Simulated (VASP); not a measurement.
Wanted: the native input for a VASP 6.6.1 run.

```yaml
Task: single point
Functional: PBE
Potentials_or_basis: VASP PAW PBE potentials, release 64 (Cs_sv, Cl)
Cutoff: 500 eV
k_mesh: 6 × 6 × 6
Occupations: gaussian, width 0.02 eV
Spin: no spin polarisation
Dipole_correction: no
Further_INCAR_settings: ALGO = Normal; EDIFF = 1e-06; NBANDS = 15
```

The structure of CsCl lies in POSCAR:

```
CsCl
1.0
    4.1631642071      0.0000000000      0.0000000000
    0.0000000000      4.1631642071      0.0000000000
    0.0000000000      0.0000000000      4.1631642071
Cs Cl
1 1
Direct
    0.0000000000      0.0000000000      0.0000000000
    0.5000000000      0.5000000000      0.5000000000
```

The input as run:

INCAR

```
SYSTEM = CsCl
PREC = Accurate
ENCUT = 500
EDIFF = 1E-6
ISMEAR = 0
SIGMA = 0.02
LREAL = .FALSE.
LASPH = .TRUE.
NELM = 120
ALGO = Normal
ISIF = 2
LWAVE = .FALSE.
LCHARG = .FALSE.
GGA = PE
NBANDS = 15
GGA_COMPAT = .FALSE.
```

KPOINTS

```
regular mesh
0
G
  6 6 6
  0 0 0
```

Potentials or basis: VASP PAW PBE potentials, release 64 (Cs_sv, Cl).

Command:

```sh
$ cat potpaw_PBE.64/Cs_sv/POTCAR potpaw_PBE.64/Cl/POTCAR > POTCAR
$ mpirun -np 1 vasp_std > vasp.out
```

It gave:

```json
{
  "Pressure": "0.5 GPa",
  "Band gap on the k mesh": "5.13 eV"
}
```

Caveat: spin-orbit coupling is left out, which moves the levels of the heavy elements.

Wall time 24 s on 1 thread of Intel Xeon 8259CL, on a shared host, peak memory 0.17 GiB.
